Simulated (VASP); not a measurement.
# NaCl (Pm-3m) in VASP: further runs

NaCl is run at these levels: PBE, r2SCAN; tasks: single point.

Program: VASP 6.6.1. These are calculated values, not measurements. Logs are shortened: lines on timing, memory, paths and dates and some standing lists are left out, and cuts for length are marked.

## (1) The cell of the first run

Symmetry: Pm-3m, No. 221, cubic system. The conventional cell has a = 3.320 Å, b = 3.320 Å, c = 3.320 Å, α = 90.00°, β = 90.00°, γ = 90.00°. Within 3.8 Å of Na (site symmetry m-3m) lie 8 Cl at 2.88 Å and 6 Na at 3.32 Å. Cl (site symmetry m-3m) has 8 Na at 2.88 Å and 6 Cl at 3.32 Å within 3.8 Å.

## (2) Single point, PBE (18.30 Å³/atom)

INCAR

```
PREC = Accurate
ENCUT = 500
EDIFF = 1E-6
ISMEAR = 0
SIGMA = 0.05
LREAL = False
LASPH = True
NELM = 120
ALGO = Normal
ISIF = 2
LWAVE = False
LCHARG = False
GGA = PE
NBANDS = 14
GGA_COMPAT = False
```

KPOINTS

```
Automatic mesh
0
Gamma
  8 8 8
```

POSCAR

```
NaCl
1.0
    3.3200965480      0.0000000000      0.0000000000
    0.0000000000      3.3200965480      0.0000000000
    0.0000000000      0.0000000000      3.3200965480
Na Cl
1 1
Direct
    0.0000000000      0.0000000000      0.0000000000
    0.5000000000      0.5000000000      0.5000000000
```

Potentials or basis: VASP PAW PBE potentials, release 64 (Na_pv, Cl).

The run is started by

```
cat potpaw_PBE.64/Na_pv/POTCAR potpaw_PBE.64/Cl/POTCAR > POTCAR
mpirun -np 1 vasp_std > vasp.out
```

OUTCAR:

```text
PREC = Accurate
   ENCUT = 500
   EDIFF = 1E-6
   ISMEAR = 0
   LREAL = False
   LASPH = True
   NELM = 120
   ISIF = 2
   GGA = PE

 ion  position               nearest neighbor table
   1  0.000  0.000  0.000-
   2  0.500  0.500  0.500-

  LATTYP: Found a simple cubic cell.
 ALAT       =     3.3200965480

  Lattice vectors:

 A1 = (   3.3200965480,   0.0000000000,   0.0000000000)
 A2 = (   0.0000000000,   3.3200965480,   0.0000000000)
 A3 = (   0.0000000000,   0.0000000000,   3.3200965480)

Analysis of symmetry for initial positions (statically):
=====================================================================
 Subroutine PRICEL returns:
 Original cell was already a primitive cell.

 Routine SETGRP: Setting up the symmetry group for a
 simple cubic supercell.

 Subroutine GETGRP returns: Found 48 space group operations
 (whereof 48 operations were pure point group operations)
 out of a pool of 48 trial point group operations.

The static configuration has the point symmetry O_h .

Analysis of symmetry for dynamics (positions and initial velocities):
=====================================================================
 Subroutine PRICEL returns:
 Original cell was already a primitive cell.

 Routine SETGRP: Setting up the symmetry group for a
 simple cubic supercell.

 Subroutine GETGRP returns: Found 48 space group operations
 (whereof 48 operations were pure point group operations)
 out of a pool of 48 trial point group operations.

The dynamic configuration has the point symmetry O_h .

 Subroutine INISYM returns: Found 48 space group operations
 (whereof 48 operations are pure point group operations),
 and found     1 'primitive' translations

----------------------------------------------------------------------------------------

                                     Primitive cell

  volume of cell :      36.5976

  direct lattice vectors                    reciprocal lattice vectors
     3.320096548  0.000000000  0.000000000     0.301196060  0.000000000  0.000000000
     0.000000000  3.320096548  0.000000000     0.000000000  0.301196060  0.000000000
     0.000000000  0.000000000  3.320096548     0.000000000  0.000000000  0.301196060

  length of vectors
     3.320096548  3.320096548  3.320096548     0.301196060  0.301196060  0.301196060

  position of ions in fractional coordinates (direct lattice)
     0.000000000  0.000000000  0.000000000
     0.500000000  0.500000000  0.500000000

  ion indices of the primitive-cell ions
   primitive index   ion index
                 1           1
                 2           2

----------------------------------------------------------------------------------------

 KPOINTS: Automatic mesh

Automatic generation of k-mesh.
 Grid dimensions read from file:
 generate k-points for:    8    8    8

 Generating k-lattice:

  Cartesian coordinates                     Fractional coordinates (reciprocal lattice)
     0.037649508  0.000000000  0.000000000     0.125000000  0.000000000  0.000000000
     0.000000000  0.037649508  0.000000000     0.000000000  0.125000000  0.000000000
     0.000000000  0.000000000  0.037649508     0.000000000  0.000000000  0.125000000

  Length of vectors
     0.037649508  0.037649508  0.037649508

  Shift w.r.t. Gamma in fractional coordinates (k-lattice)
     0.000000000  0.000000000  0.000000000

 Subroutine IBZKPT returns following result:
 ===========================================

 Found     35 irreducible k-points:

 Following reciprocal coordinates:
            Coordinates               Weight
  0.000000  0.000000  0.000000      1.000000
  0.125000  0.000000  0.000000      6.000000
  0.250000  0.000000  0.000000      6.000000
  0.375000  0.000000  0.000000      6.000000
  0.500000  0.000000  0.000000      3.000000
  0.125000  0.125000  0.000000     12.000000
[... 16 lines left out ...]
  0.375000  0.375000  0.125000     24.000000
  0.500000  0.375000  0.125000     24.000000
 [... further k-points ...]
   k-points           NKPTS =     35   k-points in BZ     NKDIM =     35   number of bands    NBANDS=     14
   number of dos      NEDOS =    301   number of ions     NIONS =      2
   total plane-waves  NPLWV =  13824
   dimension x,y,z NGX =    24 NGY =   24 NGZ =   24
   dimension x,y,z NGXF=    48 NGYF=   48 NGZF=   48
   ions per type =               1   1
   NGX,Y,Z   is equivalent  to a cutoff of  12.02, 12.02, 12.02 a.u.
   NGXF,Y,Z  is equivalent  to a cutoff of  24.03, 24.03, 24.03 a.u.
 SYSTEM =  unknown system
   PREC   = accura    normal or accurate (medium, high low for compatibility)
   ISTART =      0    job   : 0-new  1-cont  2-samecut
   ICHARG =      2    charge: 1-file 2-atom 10-const
   ISPIN  =      1    spin polarized calculation?
   LNONCOLLINEAR =      F non collinear calculations
   LSORBIT =      F    spin-orbit coupling
   LASPH  =      T    aspherical Exc in radial PAW
   ENCUT  =  500.0 eV  36.75 Ry    6.06 a.u.   6.05  6.05  6.05*2*pi/ulx,y,z
   NELM   =    120;   NELMIN=  2; NELMDL= -5     # of ELM steps
   EDIFF  = 0.1E-05   stopping-criterion for ELM
   LREAL  =      F    real-space projection
   EDIFFG = 0.1E-04   stopping-criterion for IOM
   NSW    =      0    number of steps for IOM
   IBRION =     -1    ionic relax: 0-MD 1-quasi-New 2-CG
   NFREE  =      0    steps in history (QN), initial steepest desc. (CG)
   ISIF   =      2    stress and relaxation
   ISYM   =      2    0-nonsym 1-usesym 2-fastsym
   POTIM  = 0.5000    time-step for ionic-motion
   TEBEG  =    0.0;   TEEND  =   0.0 temperature during run
   PSTRESS=    0.0 pullay stress
   NELECT =      14.0000    total number of electrons
   NUPDOWN=      -1.0000    fix difference up-down
   EMIN   =  10.00;   EMAX   =-10.00  energy-range for DOS
   EFERMI =   0.00;   METHOD = LEGACY
   ISMEAR =     0;   SIGMA  =   0.05  broadening in eV -4-tet -1-fermi 0-gaus
   EFERMI_NEDOS =   21; number of points for ismear=-14 and -15
   IALGO  =     38    algorithm
   IMIX   =      4    mixing-type and parameters
     AMIX     =   0.40;   BMIX     =  1.00
     AMIX_MAG =   1.60;   BMIX_MAG =  1.00
  volume/ion in A,a.u.               =      18.30       123.49
  Fermi-wavevector in a.u.,A,eV,Ry     =   1.188411  2.245772 19.215802  1.412322
  Thomas-Fermi vector in A             =   2.324541
   LORBIT       =      0    0 simple, 1 ext, 2 COOP (PROOUT), +10 PAW based schemes
   GGA     = PE    functional components
   LHFCALC =     F    Hartree Fock is set to
   AEXX    =    0.0000 exact exchange contribution
   IVDW    =     0    specifies the selected vdW correction
   LEPSILON=     F    determine dielectric tensor
   LRPA    =     F    only Hartree local field effects (RPA)
 non-spin polarized calculation
 Gauss-broadening in eV      SIGMA  =   0.05
  energy-cutoff  :      500.00
  volume of cell :       36.60
 maximum number of plane-waves:       952
   NGX = 13   NGY = 13   NGZ = 13

 number of electron      14.0000014 magnetization

 Free energy of the ion-electron system (eV)
  ---------------------------------------------------
  ext. energy  EPLUGINS =         0.00000000
  ---------------------------------------------------
  free energy    TOTEN  =        -6.36024838 eV

  energy without entropy =       -6.36024838  energy(sigma->0) =       -6.36024838

 E-fermi :   1.9614     XC(G=0):  -9.1467

 val. band max:        1.6620401665   @ k =   0.5000   0.5000   0.0000
 cond. band min:       6.2505539080   @ k =   0.0000   0.0000   0.0000
 fundamental gap:      4.5885137415
 Fermi energy:         1.9614244003

 k-point     1 :       0.0000    0.0000    0.0000
  band No.  band energies     occupation
      1     -20.3147      2.00000
      2     -20.3147      2.00000
      3     -20.3147      2.00000
      4     -12.3515      2.00000
      5       1.0252      2.00000
      6       1.0252      2.00000
      7       1.0252      2.00000
      8       6.2506      0.00000
      9      10.0047      0.00000
     10      10.0047      0.00000
     11      18.1323      0.00000
     12      18.1323      0.00000
     13      18.1323      0.00000
     14      18.9332      0.00000

 k-point     2 :       0.1250    0.0000    0.0000
  band No.  band energies     occupation
      1     -20.3261      2.00000
      2     -20.3137      2.00000
      3     -20.3137      2.00000
      4     -12.2780      2.00000
      5       0.4027      2.00000
      6       1.0657      2.00000
      7       1.0657      2.00000
      8       6.7438      0.00000
      9      10.1919      0.00000
     10      10.5158      0.00000
     11      16.7522      0.00000
     12      16.7522      0.00000
     13      18.2608      0.00000
     14      18.3613      0.00000

 k-point     3 :       0.2500    0.0000    0.0000
  band No.  band energies     occupation
      1     -20.3535      2.00000
      2     -20.3113      2.00000
      3     -20.3113      2.00000
      4     -12.0918      2.00000
      5      -0.7669      2.00000
      6       1.1666      2.00000
      7       1.1666      2.00000
      8       7.6680      0.00000
      9      10.7353      0.00000
     10      11.5167      0.00000
     11      15.2447      0.00000
     12      15.2447      0.00000
     13      17.9031      0.00000
     14      18.0103      0.00000
[... 324 lines left out ...]
 k-point    23 :       0.3750    0.3750    0.1250
  band No.  band energies     occupation
      1     -20.3649      2.00000
      2     -20.3616      2.00000
      3     -20.3124      2.00000
      4     -11.4930      2.00000
      5      -1.0495      2.00000
      6      -0.9039      2.00000
      7       1.1102      2.00000
      8       8.1809      0.00000
      9      11.2273      0.00000
     10      12.2214      0.00000
     11      13.2354      0.00000
     12      15.8245      0.00000
     13      15.8941      0.00000
     14      19.9432      0.00000

 k-point    24 :       0.5000    0.3750    0.1250
  band No.  band energies     occupation
      1     -20.3726      2.00000
      2     -20.3607      2.00000
      3     -20.3114      2.00000
      4     -11.4283      2.00000
      5      -1.2877      2.00000
      6      -0.8498      2.00000
      7       1.1711      2.00000
      8       7.7711      0.00000
      9      11.6917      0.00000
     10      11.8779      0.00000
     11      13.1449      0.00000
     12      15.9806      0.00000
     13      16.1488      0.00000
     14      19.5722      0.00000

 [... further k-points ...]

------------------------ aborting loop because EDIFF is reached ----------------------------------------

  FORCE on cell =-STRESS in cart. coord.  units (eV):
  Direction    XX          YY          ZZ          XY          YZ          ZX
  --------------------------------------------------------------------------------------
  -------------------------------------------------------------------------------------
  Total        1.3987655      1.3987655      1.3987655      0.0000000      0.0000000     -0.0000000
  in kB       61.2355123     61.2355123     61.2355123      0.0000000      0.0000000     -0.0000000
  external PRESSURE =      61.2355123 kB  Pullay stress =       0.0000000 kB

 VOLUME and BASIS-vectors are now :
 -----------------------------------------------------------------------------
  energy-cutoff  :      500.00
  volume of cell :       36.60
      direct lattice vectors                 reciprocal lattice vectors
     3.320096548  0.000000000  0.000000000     0.301196060  0.000000000  0.000000000
     0.000000000  3.320096548  0.000000000     0.000000000  0.301196060  0.000000000
     0.000000000  0.000000000  3.320096548     0.000000000  0.000000000  0.301196060

 POSITION                                       TOTAL-FORCE (eV/Angst)
 -----------------------------------------------------------------------------------
      0.00000      0.00000      0.00000         0.000000      0.000000      0.000000
      1.66005      1.66005      1.66005         0.000000      0.000000      0.000000
 -----------------------------------------------------------------------------------
    total drift:                                0.000000     -0.000000     -0.000000

  FREE ENERGIE OF THE ION-ELECTRON SYSTEM (eV)
  ---------------------------------------------------
  free  energy   TOTEN  =        -6.3602483785 eV

  energy  without entropy=       -6.3602483785  energy(sigma->0) =       -6.36024838
```

It took 9.2 s on 1 thread of Intel Xeon 8259CL, shared host; peak memory 0.14 GiB.

Results:

```yaml
Free_energy: -6.3602 eV
Pressure: 6.1 GPa
Band_gap_on_the_k_mesh: 4.59 eV (least direct gap 5.23 eV)
```

Levels at points of the mesh, in eV from the valence-band top:
```csv
k point,band 4,band 5,band 6,band 7,band 8,band 9,band 10,band 11
"(0.00, 0.00, 0.00)",-14.01,-0.64,-0.64,-0.64,4.59,8.34,8.34,16.47
"(0.50, 0.00, 0.00)",-13.46,-3.72,-0.34,-0.34,7.46,9.73,10.41,12.21
"(0.50, 0.50, 0.00)",-13.09,-2.88,-2.88,0.00,5.47,10.20,12.14,12.14
"(0.50, 0.50, 0.50)",-12.67,-2.39,-2.39,-2.39,7.08,7.08,7.08,12.97
```

Caveat: the cell stands under pressure. A k mesh can miss the band edges.

[end of part 1 of 2]
